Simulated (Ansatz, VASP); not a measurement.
**One calculation of LiAg4, two programs**

```xyz
5
Lattice="5.1553 0.0000 0.0000 0.0000 5.1553 0.0000 0.0000 0.0000 5.1553" Properties=species:S:1:pos:R:3 pbc="T T T"
Li    0.0000    0.0000    0.0000
Ag    0.0000    2.5777    2.5777
Ag    2.5777    0.0000    2.5777
Ag    2.5777    2.5777    0.0000
Ag    2.5777    2.5777    2.5777
```

Alike in both runs: task relaxation of cell and atoms; functional PBE; k mesh 8 × 8 × 8; occupations gaussian, width 0.1 eV; no spin polarisation.

|  | VASP | Ansatz |
| --- | --- | --- |
| version | VASP 6.6.1 | Ansatz 0.2.0 |
| potentials or method | VASP PAW PBE potentials, release 64 (Li_sv, Ag), cutoff 600 eV | scalar-relativistic, plane waves, PAW |
| valence electrons in the cell | 47 | 79 |

|  | VASP | Ansatz | Ansatz less VASP |
| --- | --- | --- | --- |
| gap on the k mesh at the Fermi level, each at its own relaxed structure (eV) | none | none | - |
| relaxed volume (Å³/atom) | 27.40 | 27.48 | +0.074 |
| relaxed cell length with the largest relative difference (Å) | 5.155 | 5.160 | +0.0047 |

A gap of «none» marks a metal or a gap that the smearing closes. VASP's potentials hold 47 valence electrons a cell and Ansatz's 79, so a difference there can come from the potentials and not from the codes.

Noted on VASP's run: the cutoff is short for stress, so the pressure is rough; the relaxation stopped at its first step, so nothing moved.
